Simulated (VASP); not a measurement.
Sb: single point with r2SCAN

The system is Sb.

```xyz
1
Lattice="-1.5870 1.5870 2.7299 1.5870 -1.5870 2.7299 1.5870 1.5870 -2.7299" Properties=species:S:1:pos:R:3 pbc="T T T"
Sb    0.0000    0.0000    0.0000
```

| Property | Result |
| --- | --- |
| Program | VASP 6.6.1 |
| Task | single point |
| Functional | r2SCAN |
| Potentials or basis | VASP PAW PBE potentials, release 64 (Sb) |
| Cutoff | 520 eV |
| k mesh | 12 × 12 × 12 |
| Occupations | fermi-dirac, width 0.05 eV |
| Spin | no spin polarisation |

* Pressure: -0.1 GPa

Stress tensor (GPa, compression positive):
```
-0.56  0.00  0.00
 0.00 -0.56  0.00
 0.00  0.00  0.70
```

Levels at points of the mesh, in eV from the Fermi level:
```csv
k point,band 1,band 2,band 3,band 4,band 5,band 6
"(0.00, 0.00, 0.00)",-13.44,4.70,5.58,5.58,9.64,11.11
"(0.50, 0.00, 0.00)",-9.47,-6.00,1.76,5.53,6.51,10.62
"(0.50, 0.50, 0.00)",-6.85,-4.63,-1.17,0.60,3.91,4.64
"(0.50, 0.50, 0.50)",-9.62,-5.88,2.17,2.17,6.12,6.66
```

Run time: 77 s on 1 thread of Intel(R) Xeon(R) 6975P-C (Granite Rapids), with other jobs on the host, peak memory 0.19 GiB.

Caveat: the PAW data sets were made with another functional, which shifts forces and pressure a little; spin-orbit coupling is left out, which moves the levels of the heavy elements.
